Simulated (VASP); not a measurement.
# SrO in VASP: a series of runs, part 2 of 2

VASP 6.6.1. Earlier steps stand in the parts before.

### Step 3. Single point, PBEsol (volume scaled by 1.020)

INCAR reads:

```
SYSTEM = SrO
PREC     = Accurate       ! precision mode
ENCUT    = 520            ! plane-wave cutoff, eV
EDIFF    = 1E-7           ! SCF threshold, eV
ISMEAR   = 0              ! smearing method
SIGMA    = 0.05           ! smearing width, eV
LREAL    = .False.        ! projectors in reciprocal space
LASPH    = .True.         ! aspherical terms in the spheres
NELM     = 60             ! most SCF steps
ALGO     = Normal         ! electronic algorithm
ISIF     = 2              ! what is computed and relaxed
LWAVE    = .False.        ! write WAVECAR
LCHARG   = .True.         ! write CHGCAR
GGA      = PS             ! functional
LELF     = .True.         ! ELF
LVHAR    = .True.       
NBANDS   = 24             ! bands
```

KPOINTS reads:

```
Automatic mesh
0
Gamma
  8 8 10
  0 0 0
```

POSCAR reads:

```
SrO
1.0
    4.4092157018      0.0000000000      0.0000000000
    0.0000000000      4.4092157018      0.0000000000
    0.0000000000      0.0000000000      3.4518590151
Sr O
2 2
Direct
    0.5000000000      0.0000000000      0.2916734349
    0.0000000000      0.5000000000      0.7083265651
    0.0000000000      0.0000000000      0.0000000000
    0.5000000000      0.5000000000      0.0000000000
```

Potentials or basis: VASP PAW PBE potentials, release 64 (Sr_sv, O).

The run is started by

```bash
$ cat potpaw_PBE.64/Sr_sv/POTCAR potpaw_PBE.64/O/POTCAR > POTCAR
$ mpirun -np 1 vasp_std > vasp.out
```

OUTCAR:

```text
SYSTEM = SrO
   PREC = Accurate
   ENCUT = 520
   EDIFF = 1E-7
   ISMEAR = 0
   LREAL = .False.
   LASPH = .True.
   NELM = 60
   ISIF = 2
   GGA = PS

 ion  position               nearest neighbor table
   1  0.500  0.000  0.292-   3 2.42   4 2.42   4 2.42   3 2.42   4 3.29   3 3.29   3 3.29   4 3.29
                             2 3.43   2 3.43   2 3.43   2 3.43   2 3.71   2 3.71   2 3.71   2 3.71
   2  0.000  0.500  0.708-   3 2.42   4 2.42   3 2.42   4 2.42   3 3.29   3 3.29   4 3.29   4 3.29
                             1 3.43   1 3.43   1 3.43   1 3.43   1 3.71   1 3.71   1 3.71   1 3.71
   3  0.000  0.000  0.000-   1 2.42   2 2.42   2 2.42   1 2.42   2 3.29   2 3.29   1 3.29   1 3.29

   4  0.500  0.500  0.000-   1 2.42   2 2.42   1 2.42   2 2.42   2 3.29   1 3.29   2 3.29   1 3.29

  LATTYP: Found a simple tetragonal cell.
 ALAT       =     4.4092157018
 C/A-ratio  =     0.7828737010

  Lattice vectors:

 A1 = (   4.4092157018,   0.0000000000,   0.0000000000)
 A2 = (   0.0000000000,   4.4092157018,   0.0000000000)
 A3 = (   0.0000000000,   0.0000000000,   3.4518590151)

Analysis of symmetry for initial positions (statically):
=====================================================================
 Subroutine PRICEL returns:
 Original cell was already a primitive cell.

[... 173 lines left out ...]

  energy without entropy =      -24.19816237  energy(sigma->0) =      -24.19816237

 E-fermi :   2.1755     XC(G=0): -10.3481

 val. band max:        1.9726249671   @ k =   0.1250   0.1250   0.0000
 cond. band min:       4.9320350739   @ k =   0.0000   0.0000   0.0000
 fundamental gap:      2.9594101068
 Fermi energy:         2.1755140912

 k-point     1 :       0.0000    0.0000    0.0000
  band No.  band energies     occupation
      1     -30.8592      2.00000
      2     -30.6186      2.00000
      3     -14.0537      2.00000
      4     -13.3243      2.00000
      5     -13.3243      2.00000
      6     -13.2211      2.00000
[... 637 lines left out ...]
     23      11.6020      0.00000
     24      11.6020      0.00000

 [... further k-points ...]
[... 5 lines left out ...]
  --------------------------------------------------------------------------------------
  -------------------------------------------------------------------------------------
  Total        0.1005941      0.1005941     -0.0262858      0.0000000     -0.0000000      0.0000000
  in kB        2.4016367      2.4016367     -0.6275619      0.0000000     -0.0000000      0.0000000
  external PRESSURE =       1.3919038 kB  Pullay stress =       0.0000000 kB

 VOLUME and BASIS-vectors are now :
 -----------------------------------------------------------------------------
  energy-cutoff  :      520.00
  volume of cell :       67.11
      direct lattice vectors                 reciprocal lattice vectors
     4.409215702  0.000000000  0.000000000     0.226797705  0.000000000  0.000000000
     0.000000000  4.409215702  0.000000000     0.000000000  0.226797705  0.000000000
     0.000000000  0.000000000  3.451859015     0.000000000  0.000000000  0.289698970

 POSITION                                       TOTAL-FORCE (eV/Angst)
 -----------------------------------------------------------------------------------
      2.20461      0.00000      1.00682         0.000000      0.000000      0.075221
      0.00000      2.20461      2.44504        -0.000000      0.000000     -0.075221
      0.00000      0.00000      0.00000         0.000000     -0.000000     -0.000000
      2.20461      2.20461      0.00000        -0.000000      0.000000     -0.000000
 -----------------------------------------------------------------------------------
    total drift:                                0.000000      0.000000     -0.000000

  FREE ENERGIE OF THE ION-ELECTRON SYSTEM (eV)
  ---------------------------------------------------
  free  energy   TOTEN  =       -24.1981623721 eV

  energy  without entropy=      -24.1981623721  energy(sigma->0) =      -24.19816237
```

OSZICAR:

```text
N       E                     dE             d eps       ncg     rms          rms(c)
DAV:   1     0.169453221257E+03    0.16945E+03   -0.16218E+04  4320   0.127E+03
DAV:   2    -0.187443340909E+02   -0.18820E+03   -0.17884E+03  6304   0.283E+02
DAV:   3    -0.282542835003E+02   -0.95099E+01   -0.94429E+01  6392   0.562E+01
DAV:   4    -0.285000390119E+02   -0.24576E+00   -0.24570E+00  5928   0.713E+00
DAV:   5    -0.285014870599E+02   -0.14480E-02   -0.14480E-02  6000   0.676E-01    0.279E+01
DAV:   6    -0.244818854879E+02    0.40196E+01   -0.17995E+01  4648   0.245E+01    0.292E+01
DAV:   7    -0.242699617364E+02    0.21192E+00   -0.15588E+00  5656   0.762E+00    0.166E+01
DAV:   8    -0.241976913188E+02    0.72270E-01   -0.34096E-01  5032   0.422E+00    0.203E+00
DAV:   9    -0.241973833651E+02    0.30795E-03   -0.31180E-02  7224   0.110E+00    0.322E-01
DAV:  10    -0.241979784401E+02   -0.59508E-03   -0.25124E-03  4960   0.333E-01    0.139E-01
DAV:  11    -0.241981374514E+02   -0.15901E-03   -0.19565E-04  5744   0.986E-02    0.512E-02
DAV:  12    -0.241981631577E+02   -0.25706E-04   -0.30895E-05  6040   0.372E-02    0.103E-02
DAV:  13    -0.241981627698E+02    0.38792E-06   -0.21033E-06  5984   0.957E-03    0.411E-03
DAV:  14    -0.241981624191E+02    0.35073E-06   -0.44750E-07  4640   0.510E-03    0.129E-03
DAV:  15    -0.241981623721E+02    0.46961E-07   -0.52649E-08  3504   0.163E-03
   1 F= -.24198162E+02 E0= -.24198162E+02  d E =-.172028E-10
```

It took 66 s on 1 thread of Intel Xeon 6975P-C (Granite Rapids), shared host; peak memory 0.27 GiB.

What came out:

```
Free energy            : -24.1982 eV
Pressure               : 0.1 GPa
Largest force          : 0.075 eV/Å
Band gap on the k mesh : 2.96 eV, indirect (least direct gap 3.02 eV)
```

Forces on the atoms (eV/Å):
```
Sr   0.000  0.000  0.075
Sr   0.000  0.000 -0.075
O    0.000  0.000  0.000
O    0.000  0.000  0.000
```

Levels at points of the mesh, in eV from the valence-band top:
```csv
k point,band 13,band 14,band 15,band 16,band 17,band 18,band 19,band 20
"(0.00, 0.00, 0.00)",-1.05,-0.51,-0.06,-0.06,2.96,4.36,4.65,5.90
"(0.50, 0.00, 0.00)",-0.77,-0.77,-0.58,-0.58,4.18,4.18,5.73,5.73
"(0.50, 0.50, 0.00)",-0.75,-0.75,-0.27,-0.27,4.36,4.36,5.69,5.69
"(0.00, 0.00, 0.50)",-1.75,-1.75,-0.52,-0.52,6.30,6.76,6.76,7.58
"(0.50, 0.00, 0.50)",-1.45,-1.45,-0.96,-0.96,5.76,5.76,6.07,6.07
"(0.50, 0.50, 0.50)",-1.11,-1.11,-0.51,-0.51,5.27,5.27,5.67,5.67
```

Caveat: the cell differs from its parent crystal (volume scaled by 1.020); the PAW data sets were made with another functional, which shifts forces and pressure a little. A k mesh can miss the band edges.

### Step 4. Single point, PBEsol (volume scaled by 1.040)

INCAR reads:

```
ALGO = Normal ; EDIFF = 1E-6
ENCUT = 520 ; GGA = PS
ISIF = 2 ; ISMEAR = 0
LASPH = T ; LCHARG = T
LELF = T ; LREAL = F
LVHAR = T ; LWAVE = F
NBANDS = 24 ; NELM = 60
PREC = Accurate ; SIGMA = 0.05
```

KPOINTS reads:

```
k-points
0
Gamma
  8 8 10
```

POSCAR reads:

```
SrO
1.0
    4.4247456384      0.0000000000      0.0000000000
    0.0000000000      4.4247456384      0.0000000000
    0.0000000000      0.0000000000      3.4948801574
Sr O
2 2
Direct
    0.5000000000      0.0000000000      0.2840219045
    0.0000000000      0.5000000000      0.7159780955
    0.0000000000      0.0000000000      0.0000000000
    0.5000000000      0.5000000000      0.0000000000
```

Potentials or basis: VASP PAW PBE potentials, release 64 (Sr_sv, O).

The run is started by

```bash
$ cat potpaw_PBE.64/Sr_sv/POTCAR potpaw_PBE.64/O/POTCAR > POTCAR
$ mpirun -np 1 vasp_std > vasp.out
```

OUTCAR:

```text
EDIFF = 1E-6
   ENCUT = 520
   GGA = PS
   ISIF = 2
   ISMEAR = 0
   LASPH = T
   LREAL = F
   NELM = 60
   PREC = Accurate

 ion  position               nearest neighbor table
   1  0.500  0.000  0.284-   3 2.42   4 2.42   4 2.42   3 2.42   4 3.34   3 3.34   3 3.34   4 3.34
                             2 3.47   2 3.47   2 3.47   2 3.47   2 3.71   2 3.71   2 3.71   2 3.71
   2  0.000  0.500  0.716-   3 2.42   4 2.42   3 2.42   4 2.42   3 3.34   3 3.34   4 3.34   4 3.34
                             1 3.47   1 3.47   1 3.47   1 3.47   1 3.71   1 3.71   1 3.71   1 3.71
   3  0.000  0.000  0.000-   1 2.42   2 2.42   2 2.42   1 2.42   2 3.34   2 3.34   1 3.34   1 3.34

   4  0.500  0.500  0.000-   1 2.42   2 2.42   1 2.42   2 2.42   2 3.34   1 3.34   2 3.34   1 3.34

  LATTYP: Found a simple tetragonal cell.
 ALAT       =     4.4247456384
 C/A-ratio  =     0.7898488282

  Lattice vectors:

 A1 = (   4.4247456384,   0.0000000000,   0.0000000000)
 A2 = (   0.0000000000,   4.4247456384,   0.0000000000)
 A3 = (   0.0000000000,   0.0000000000,   3.4948801574)

Analysis of symmetry for initial positions (statically):
=====================================================================
 Subroutine PRICEL returns:
 Original cell was already a primitive cell.

 Routine SETGRP: Setting up the symmetry group for a
 simple tetragonal supercell.

 Subroutine GETGRP returns: Found 16 space group operations
 (whereof  8 operations were pure point group operations)
 out of a pool of 16 trial point group operations.

The static configuration has the point symmetry D_2d.
 The point group associated with its full space group is D_4h.

Analysis of symmetry for dynamics (positions and initial velocities):
=====================================================================
 Subroutine PRICEL returns:
 Original cell was already a primitive cell.

 Routine SETGRP: Setting up the symmetry group for a
 simple tetragonal supercell.

 Subroutine GETGRP returns: Found 16 space group operations
 (whereof  8 operations were pure point group operations)
[... 123 lines left out ...]
   EFERMI_NEDOS =   21; number of points for ismear=-14 and -15
   IALGO  =     38    algorithm
   IMIX   =      4    mixing-type and parameters
     AMIX     =   0.40;   BMIX     =  1.00
     AMIX_MAG =   1.60;   BMIX_MAG =  1.00
  volume/ion in A,a.u.               =      17.11       115.44
  Fermi-wavevector in a.u.,A,eV,Ry     =   1.270736  2.401342 21.970265  1.614769
  Thomas-Fermi vector in A             =   2.403707
   LORBIT       =      0    0 simple, 1 ext, 2 COOP (PROOUT), +10 PAW based schemes
   GGA     = PS    functional components
   LHFCALC =     F    Hartree Fock is set to
   AEXX    =    0.0000 exact exchange contribution
   IVDW    =     0    specifies the selected vdW correction
   LEPSILON=     F    determine dielectric tensor
   LRPA    =     F    only Hartree local field effects (RPA)
 non-spin polarized calculation
 Gauss-broadening in eV      SIGMA  =   0.05
  energy-cutoff  :      520.00
  volume of cell :       68.42
 maximum number of plane-waves:      1889
 NGX is ok and might be reduce to    36
   NGX = 17   NGY = 17   NGZ = 13

 number of electron      31.9999991 magnetization

 Free energy of the ion-electron system (eV)
  ---------------------------------------------------
  ext. energy  EPLUGINS =         0.00000000
  ---------------------------------------------------
  free energy    TOTEN  =       -24.19325668 eV

  energy without entropy =      -24.19325668  energy(sigma->0) =      -24.19325668

 E-fermi :   2.0742     XC(G=0): -10.2400

 val. band max:        1.8606066404   @ k =   0.1250   0.1250   0.0000
 cond. band min:       4.6557639390   @ k =   0.0000   0.0000   0.0000
 fundamental gap:      2.7951572986
 Fermi energy:         2.0742095872

 k-point     1 :       0.0000    0.0000    0.0000
  band No.  band energies     occupation
      1     -30.9561      2.00000
      2     -30.7333      2.00000
      3     -14.1653      2.00000
      4     -13.3983      2.00000
      5     -13.3983      2.00000
      6     -13.3122      2.00000
[... 637 lines left out ...]
     23      11.4198      0.00000
     24      11.4198      0.00000

 [... further k-points ...]
[... 5 lines left out ...]
  --------------------------------------------------------------------------------------
  -------------------------------------------------------------------------------------
  Total       -0.1206689     -0.1206689     -0.2507646      0.0000000      0.0000000      0.0000000
  in kB       -2.8255110     -2.8255110     -5.8717548      0.0000000      0.0000000      0.0000000
  external PRESSURE =      -3.8409256 kB  Pullay stress =       0.0000000 kB

 VOLUME and BASIS-vectors are now :
 -----------------------------------------------------------------------------
  energy-cutoff  :      520.00
  volume of cell :       68.42
      direct lattice vectors                 reciprocal lattice vectors
     4.424745638  0.000000000  0.000000000     0.226001692  0.000000000  0.000000000
     0.000000000  4.424745638  0.000000000     0.000000000  0.226001692  0.000000000
     0.000000000  0.000000000  3.494880157     0.000000000  0.000000000  0.286132844

 POSITION                                       TOTAL-FORCE (eV/Angst)
 -----------------------------------------------------------------------------------
      2.21237      0.00000      0.99262        -0.000000      0.000000      0.075688
      0.00000      2.21237      2.50226         0.000000      0.000000     -0.075688
      0.00000      0.00000      0.00000         0.000000      0.000000      0.000000
      2.21237      2.21237      0.00000        -0.000000      0.000000      0.000000
 -----------------------------------------------------------------------------------
    total drift:                                0.000000      0.000000     -0.000000

  FREE ENERGIE OF THE ION-ELECTRON SYSTEM (eV)
  ---------------------------------------------------
  free  energy   TOTEN  =       -24.1932566819 eV

  energy  without entropy=      -24.1932566819  energy(sigma->0) =      -24.19325668
```

OSZICAR:

```text
N       E                     dE             d eps       ncg     rms          rms(c)
DAV:   1     0.168094157389E+03    0.16809E+03   -0.16128E+04  4320   0.127E+03
DAV:   2    -0.190087952017E+02   -0.18710E+03   -0.17814E+03  6272   0.281E+02
DAV:   3    -0.283553147618E+02   -0.93465E+01   -0.92857E+01  6320   0.556E+01
DAV:   4    -0.285979302608E+02   -0.24262E+00   -0.24255E+00  5992   0.703E+00
DAV:   5    -0.285996985965E+02   -0.17683E-02   -0.17683E-02  5960   0.693E-01    0.277E+01
DAV:   6    -0.244896338430E+02    0.41101E+01   -0.18557E+01  4696   0.247E+01    0.291E+01
DAV:   7    -0.242671474619E+02    0.22249E+00   -0.16073E+00  5664   0.775E+00    0.164E+01
DAV:   8    -0.241923349723E+02    0.74812E-01   -0.34974E-01  5048   0.426E+00    0.204E+00
DAV:   9    -0.241923256359E+02    0.93365E-05   -0.30277E-02  7184   0.109E+00    0.330E-01
DAV:  10    -0.241930616429E+02   -0.73601E-03   -0.24945E-03  5024   0.331E-01    0.133E-01
DAV:  11    -0.241932338030E+02   -0.17216E-03   -0.21398E-04  5400   0.102E-01    0.495E-02
DAV:  12    -0.241932569569E+02   -0.23154E-04   -0.32166E-05  6104   0.366E-02    0.116E-02
DAV:  13    -0.241932566819E+02    0.27506E-06   -0.15881E-06  4432   0.864E-03
   1 F= -.24193257E+02 E0= -.24193257E+02  d E =-.418990E-11
```

Wall time 50 s (1 thread of Intel Xeon 6975P-C (Granite Rapids), shared host); peak memory 0.26 GiB.

Results:

```
Free energy            : -24.1933 eV
Pressure               : -0.4 GPa
Largest force          : 0.076 eV/Å
Band gap on the k mesh : 2.80 eV, indirect (least direct gap 2.86 eV)
```

Forces on the atoms (eV/Å):
```
Sr   0.000  0.000  0.076
Sr   0.000  0.000 -0.076
O    0.000  0.000  0.000
O    0.000  0.000  0.000
```

Stress tensor (GPa, compression positive):
```
-0.28  0.00  0.00
 0.00 -0.28  0.00
 0.00  0.00 -0.59
```

Levels at points of the mesh, in eV from the valence-band top:
```tsv
k point	band 14	band 15	band 16	band 17	band 18	band 19
(0.00, 0.00, 0.00)	-0.53	-0.06	-0.06	2.80	4.45	4.64
(0.50, 0.00, 0.00)	-0.76	-0.58	-0.58	4.07	4.07	5.72
(0.50, 0.50, 0.00)	-0.75	-0.26	-0.26	4.28	4.28	5.51
(0.00, 0.00, 0.50)	-1.66	-0.49	-0.49	6.43	6.62	6.62
(0.50, 0.00, 0.50)	-1.39	-0.96	-0.96	5.70	5.70	6.03
(0.50, 0.50, 0.50)	-1.10	-0.53	-0.53	5.26	5.26	5.57
```

Caveat: the cell differs from its parent crystal (volume scaled by 1.040); the PAW data sets were made with another functional, which shifts forces and pressure a little.

### Step 5. Single point, PBEsol

This run uses another cell than the first one, of 16.78 Å³/atom, 1.020 times its volume.

INCAR reads:

```
ALGO     = Normal         # electronic algorithm
EDIFF    = 1E-6           # SCF threshold, eV
ENCUT    = 520            # plane-wave cutoff, eV
GGA      = PS             # functional
ISIF     = 2              # what is computed and relaxed
ISMEAR   = 0              # smearing method
LASPH    = True           # aspherical terms in the spheres
LCHARG   = False          # write CHGCAR
LREAL    = False          # projectors in reciprocal space
LWAVE    = False          # write WAVECAR
NBANDS   = 24             # bands
NELM     = 80             # most SCF steps
PREC     = Accurate       # precision mode
SIGMA    = 0.05           # smearing width, eV
```

KPOINTS is that of step 4.

POSCAR reads:

```
SrO
1.0
    4.4794334546      0.0000000000      0.0000000000
    0.0000000000      4.3916014261      0.0000000000
    0.0000000000      0.0000000000      3.4113771288
Sr O
2 2
Direct
    0.5000000000      0.0000000000      0.2992406765
    0.0000000000      0.5000000000      0.7007593235
    0.0000000000      0.0000000000      0.0000000000
    0.5000000000      0.5000000000      0.0000000000
```

The run is started by

```bash
$ cat potpaw_PBE.64/Sr_sv/POTCAR potpaw_PBE.64/O/POTCAR > POTCAR
$ mpirun -np 1 vasp_std > vasp.out
```

Wall time 78 s (1 thread of Intel Xeon 6975P-C (Granite Rapids), shared host); peak memory 0.34 GiB.

It converged, with:

```yaml
Free_energy: -24.1926 eV
Pressure: -1.0 GPa
Largest_force: 0.134 eV/Å
Band_gap_on_the_k_mesh: 3.01 eV, indirect (least direct gap 3.07 eV)
```

Forces on the atoms (eV/Å):
```
Sr   0.000  0.000 -0.022
Sr   0.000  0.000  0.022
O    0.000  0.000  0.134
O    0.000  0.000 -0.134
```

Stress tensor (GPa, compression positive):
```
-2.41  0.00  0.00
 0.00 -0.77  0.00
 0.00  0.00  0.06
```

Levels at points of the mesh, in eV from the valence-band top:
```tsv
k point	band 13	band 14	band 15	band 16	band 17	band 18	band 19	band 20
(0.00, 0.00, 0.00)	-1.02	-0.43	-0.07	-0.06	3.01	4.23	4.56	5.81
(0.50, 0.00, 0.00)	-0.73	-0.73	-0.54	-0.54	4.22	4.22	5.74	5.74
(0.00, 0.50, 0.00)	-0.80	-0.80	-0.51	-0.51	4.18	4.18	5.71	5.71
(0.50, 0.50, 0.00)	-0.74	-0.74	-0.24	-0.24	4.37	4.37	5.88	5.88
(0.00, 0.00, 0.50)	-1.81	-1.78	-0.57	-0.48	6.13	6.58	6.94	7.63
(0.50, 0.00, 0.50)	-1.46	-1.46	-0.96	-0.96	5.67	5.67	6.11	6.11
(0.00, 0.50, 0.50)	-1.47	-1.47	-0.91	-0.91	5.79	5.79	5.91	5.91
(0.50, 0.50, 0.50)	-1.13	-1.13	-0.48	-0.48	5.21	5.21	5.71	5.71
```

Caveat: the PAW data sets were made with another functional, which shifts forces and pressure a little. PBEsol gaps usually lie below the measured ones, often by a third to a half.

### Step 6. The runs side by side

| cell | gap on the mesh (eV) | pressure (GPa) | largest force (eV/Å) |
| --- | --- | --- | --- |
| a = 4.392, b = 4.392, c = 3.411 Å, 4 atoms | 3.13 | 0.8 | 0.08 |
| a = 4.409, b = 4.409, c = 3.452 Å, 4 atoms | 2.96 | 0.1 | 0.08 |
| a = 4.425, b = 4.425, c = 3.495 Å, 4 atoms | 2.80 | -0.4 | 0.08 |
| a = 4.479, b = 4.392, c = 3.411 Å, 4 atoms | 3.01 | -1.0 | 0.13 |

Alike in all rows: task single point; level PBEsol; potentials or basis VASP PAW PBE potentials, release 64 (Sr_sv, O); no spin polarisation; k mesh 8 × 8 × 10; cutoff (eV) 520; smearing gaussian 0.05 eV.

Caveats: the PAW data sets were made with another functional, which shifts forces and pressure a little.

Total energies depend on the potentials used, so only differences within one code and one set of settings carry meaning.
